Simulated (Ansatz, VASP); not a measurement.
B: VASP beside Ansatz

```
CELL_PARAMETERS angstrom
-1.46233 2.65285 0.00020
-0.00006 -0.00025 -3.25035
-4.38714 -2.65292 -0.00033
ATOMIC_POSITIONS crystal
B 0.51634 0.41023 0.82853
B 0.01631 0.41026 0.32851
B 0.26637 0.08978 0.57853
B 0.76639 0.08979 0.07855
B 0.98364 0.58977 0.67146
B 0.48365 0.58974 0.17145
B 0.23366 0.91023 0.92150
B 0.73363 0.91021 0.42148
```

Change from the starting cell: alpha-gallium type (Cmce, No. 64); cell x2, atoms moved at random (sigma 0.1 Å) and cell strained at random (1.5 %), then relaxed without symmetry.

Alike in both runs: functional PBEsol; k mesh 8 × 8 × 6; occupations gaussian, width 0.1 eV; no spin polarisation.

Ansatz relaxed the structure, and its values are those at the end. VASP's run is a single point on that final structure, the one shown.

```csv
,VASP,Ansatz
version,VASP 6.6.1,Ansatz 0.2.0
potentials or method,"VASP PAW PBE potentials, release 64 (B), cutoff 520 eV","scalar-relativistic, plane waves, PAW"
valence electrons in the cell,24,24
```

Ansatz gave:

```
gap on the k mesh at the Fermi level (eV) : none
pressure (GPa)                            : 0.0
rms of the force components (eV/Å)        : 0.003
```

Q: Estimate VASP's values.

A: gap on the k mesh at the Fermi level (eV): none; pressure (GPa): 0.4; rms of the force components (eV/Å): 0.005.

VASP's potentials were made for PBE, not for PBEsol. A gap of «none» marks a metal or a gap that the smearing closes. The functional is the same, so the differences come from potentials, cutoffs and numerics.
